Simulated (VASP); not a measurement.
**Sr: single point with PBEsol**

Sr:

```xyz
1
Lattice="-2.4250 2.2431 2.4250 2.4250 -2.2431 2.4250 2.4250 2.2431 -2.4250" Properties=species:S:1:pos:R:3 pbc="T T T"
Sr    0.0000    0.0000    0.0000
```

This cell differs from its parent crystal: strain -0.0750 x Voigt [0, 1, 0, 0, 0, 0].

```
Program             : VASP 6.6.1
Task                : single point
Functional          : PBEsol
Potentials or basis : VASP PAW PBE potentials, release 64 (Sr_sv)
Cutoff              : 520 eV
k mesh              : 14 × 14 × 14
Occupations         : gaussian, width 0.15 eV
Spin                : no spin polarisation
```

| Property | Result |
| --- | --- |
| Pressure | -0.3 GPa |
| Band gap on the k mesh | zero (bands 5 and 6 overlap by 0.34 eV) |

Stress tensor (GPa, compression positive):
```
-0.45  0.00  0.00
 0.00 -0.06  0.00
 0.00  0.00 -0.45
```

Levels at points of the mesh, in eV from the Fermi level:
| k point | band 1 | band 2 | band 3 | band 4 | band 5 | band 6 | band 7 | band 8 | band 9 | band 10 |
| --- | --- | --- | --- | --- | --- | --- | --- | --- | --- | --- |
| (0.00, 0.00, 0.00) | -36.45 | -18.34 | -18.34 | -18.34 | -3.71 | 2.11 | 2.61 | 2.61 | 3.44 | 4.13 |
| (0.50, 0.00, 0.00) | -36.43 | -18.57 | -18.42 | -18.35 | -0.98 | 0.39 | 1.05 | 3.69 | 4.59 | 5.61 |
| (0.00, 0.50, 0.00) | -36.43 | -18.57 | -18.41 | -18.33 | -1.14 | 0.15 | 1.58 | 3.25 | 4.12 | 5.54 |
| (0.50, 0.50, 0.50) | -36.41 | -18.51 | -18.51 | -18.48 | -0.25 | -0.11 | 3.43 | 3.43 | 4.53 | 5.15 |

Wall time 62 s on 1 thread of Intel(R) Xeon(R) 6975P-C (Granite Rapids), on a shared host, peak memory 0.27 GiB.

Caveat: the cell differs from its parent crystal (strain -0.0750 x Voigt [0, 1, 0, 0, 0, 0]); the PAW data sets were made with another functional, which shifts forces and pressure a little.
